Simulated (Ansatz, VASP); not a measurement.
One calculation of B7As7H20, two programs

```
B As H
1.0
    15.10000    0.00000    0.00000
     0.00000   15.40000    0.00000
     0.00000    0.00000   15.70000
B As H
7 7 20
Direct
  0.38478 0.38704 0.38920
  0.38750 0.54694 0.54605
  0.70954 0.54682 0.54592
  0.54788 0.38970 0.54606
  0.54775 0.70545 0.54591
  0.54789 0.54696 0.39181
  0.54774 0.54681 0.70152
  0.46735 0.46799 0.32056
  0.47066 0.47124 0.62075
  0.46735 0.31705 0.46860
  0.47066 0.62310 0.47179
  0.31340 0.46799 0.46860
  0.62554 0.47124 0.47180
  0.62311 0.62071 0.61841
  0.33893 0.34206 0.34507
  0.40988 0.51767 0.25789
  0.51802 0.41163 0.25789
  0.40982 0.41157 0.67167
  0.33905 0.59076 0.58902
  0.75122 0.49710 0.58988
  0.75121 0.59163 0.49715
  0.40988 0.25316 0.51733
  0.51802 0.25317 0.41332
  0.40982 0.67501 0.41326
  0.59257 0.34218 0.58903
  0.49704 0.74632 0.58987
  0.59345 0.74631 0.49714
  0.24825 0.41163 0.51733
  0.24825 0.51767 0.41331
  0.67849 0.41158 0.41326
  0.59257 0.59077 0.34520
  0.49704 0.59163 0.74160
  0.59345 0.49709 0.74160
  0.68116 0.67763 0.67424
```

Alike in both runs: functional PBE; k mesh 1 × 1 × 1; occupations gaussian, width 0.05 eV; no spin polarisation.

Ansatz relaxed the structure, and its values are those at the end. VASP's run is a single point on that final structure, the one shown.

```csv
,VASP,Ansatz
version,VASP 6.6.1,Ansatz 0.2.0
potentials or method,"VASP PAW PBE potentials, release 64 (B, As_d, H), cutoff 520 eV","scalar-relativistic, plane waves, PAW"
valence electrons in the cell,146,146
```

```csv
,VASP,Ansatz,Ansatz less VASP
gap on the k mesh at the Fermi level (eV),3.93,3.93,+0.001
rms of the force components (eV/Å),0.018,0.005,-0.0135
```

Ansatz's warnings: xc potential rough in thin density.
